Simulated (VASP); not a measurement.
Wanted: the native input for a VASP 6.6.1 run.

* Task: single point
* Functional: PBE
* Potentials or basis: VASP PAW PBE potentials, release 64 (Be, S)
* Cutoff: 520 eV
* k mesh: 5 × 4 × 1
* Occupations: fermi-dirac, width 0.15 eV
* Spin: no spin polarisation
* Dipole correction: no
* Further INCAR settings: LREAL = Auto; ALGO = Normal; EDIFF = 1e-07; NBANDS = 36

The structure of Be18S lies in POSCAR:

```
Be18S
1.0
    4.5800000000      0.0000000000      0.0000000000
    3.4350000000      5.9495950000      0.0000000000
    0.0000000000      0.0000000000     15.5884300000
Be S
18 1
Direct
    0.0000000000      0.0000000000      0.0641500780
    0.5000000000      0.0000000000      0.0641500780
    0.0000000420      0.3333332773      0.0641500780
    0.5000000420      0.3333332773      0.0641500780
   -0.0000000420      0.6666667227      0.0641500780
    0.4999999580      0.6666667227      0.0641500780
   -0.1656310976      0.2201605319      0.1775269864
    0.3355175917      0.2188752344      0.1854857096
   -0.1713841269      0.5541404079      0.1829076437
    0.3402674176      0.5527191347      0.1826444998
   -0.1677061441      0.8933581193      0.1819559763
    0.3272314817      0.8929271656      0.1807113353
    0.0106831022     -0.0153282702      0.3040497985
    0.5082875932     -0.0118288724      0.2947236508
    0.0010061363      0.3412832302      0.3013695414
    0.4858236437      0.3418010806      0.3013912241
   -0.0043598506      0.6693001793      0.2946600139
    0.4981676841      0.6713609918      0.2955441953
    0.8310207649      0.2253397080      0.3986210285
```

The input as run:

INCAR

```
PREC = Accurate ; ENCUT = 520
EDIFF = 1E-7 ; ISMEAR = -1
SIGMA = 0.15 ; LREAL = Auto
LASPH = T ; NELM = 80
ALGO = Normal ; ISIF = 2
LWAVE = F ; LCHARG = T
GGA = PE ; LELF = T
LVHAR = T ; NBANDS = 36
```

KPOINTS

```
regular mesh
0
Gamma
  5 4 1
```

Potentials or basis: VASP PAW PBE potentials, release 64 (Be, S).

Launch:

```console
$ cat potpaw_PBE.64/Be/POTCAR potpaw_PBE.64/S/POTCAR > POTCAR
$ mpirun -np 1 vasp_std > vasp.out
```

It gave:

```yaml
Largest_force: 0.214 eV/Å
Band_gap_on_the_k_mesh: zero (bands 21 and 22 overlap by 0.52 eV)
```

Caveat: there is no dipole correction, which matters where the two faces differ.

It took 4.2 min on 1 thread of AMD EPYC 9R45 96-Core Processor (Zen 5), with other jobs on the host, peak memory 0.5 GiB.
